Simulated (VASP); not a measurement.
Set up this calculation in VASP 6.6.1, as the native input.

```
Task                   : single point
Functional             : LDA
Potentials or basis    : VASP PAW LDA potentials, release 64 (La)
Cutoff                 : 520 eV
k mesh                 : 5 × 5 × 2
Occupations            : fermi-dirac, width 0.1 eV
Spin                   : no spin polarisation
Dipole correction      : no
Further INCAR settings : ALGO = Normal; EDIFF = 1e-06; NBANDS = 30
```

The structure of La lies in POSCAR:

```
La
1.0
    3.5996230182      0.0000000000      0.0000000000
   -1.7998115091      3.1173649778      0.0000000000
    0.0000000000      0.0000000000     11.5524372057
La
4
Direct
    0.0000000000      1.0000000000      0.0000000000
    1.0000000000      1.0000000000      0.5000000000
    0.3333333333      0.6666666667      0.7500000000
    0.6666666667      0.3333333333      0.2500000000
```

One way to write it, as run:

INCAR

```
PREC = Accurate ; ENCUT = 520
EDIFF = 1E-6 ; ISMEAR = -1
SIGMA = 0.1 ; LREAL = False
LASPH = True ; NELM = 80
ALGO = Normal ; ISIF = 2
LWAVE = False ; LCHARG = False
NBANDS = 30
```

KPOINTS

```
regular mesh
0
Gamma
  5 5 2
```

Potentials or basis: VASP PAW LDA potentials, release 64 (La).

Command:

```bash
$ cat potpaw_LDA.64/La/POTCAR > POTCAR
$ mpirun -np 1 vasp_std > vasp.out
```

Results of the run:

```yaml
Pressure: 0.3 GPa
Band_gap_on_the_k_mesh: zero (band 22 reaches 9.85 eV, above the bottom of band 23 at 8.95 eV)
```

Caveat: the k points lie up to 0.40 Å⁻¹ apart; spin-orbit coupling is left out, which moves the levels of the heavy elements.

It took 51 s on 1 thread of Intel Xeon 6975P-C (shared host), peak memory 0.22 GiB.
